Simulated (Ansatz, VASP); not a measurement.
# AlO5 in VASP and in Ansatz

```xyz
6
Lattice="2.6325 1.5199 2.3736 -2.6325 1.5199 2.3736 0.0000 -3.0398 2.3736" Properties=species:S:1:pos:R:3 pbc="T T T"
Al    0.0000    0.0000    3.5604
O     0.0000    1.5199    2.3736
O    -1.3163   -0.7599    2.3736
O     1.3163   -0.7599    2.3736
O     0.0000    0.0000    5.7346
O     0.0000    0.0000    1.3862
```

Alike in both runs: task single point; functional PBE; k mesh 6 × 6 × 6; occupations gaussian, width 0.1 eV; collinear spin.

|  | VASP | Ansatz |
| --- | --- | --- |
| version | VASP 6.6.1 | Ansatz 0.2.0 |
| potentials or method | VASP PAW PBE potentials, release 64 (Al, O), cutoff 520 eV | scalar-relativistic, plane waves, PAW |
| valence electrons in the cell | 33 | 33 |

```csv
,VASP,Ansatz,Ansatz less VASP
gap on the k mesh at the Fermi level (eV),none,none,-
pressure (GPa),0.1,0.2,+0.12
"traceless stress, the component that is largest in VASP (GPa)",0.36,0.26,-0.098
rms of the force components (eV/Å),0.019,0.005,-0.0133
net moment per atom (μB),0.17,0.17,0.000
size of the moment on the site where the two differ most (μB),0.33,0.33,+0.001
```

Site moments also hang on the region over which each program counts them. Atom by atom the forces differ by 0.013 eV/Å (rms over components). A gap of «none» marks a metal or a gap that the smearing closes.
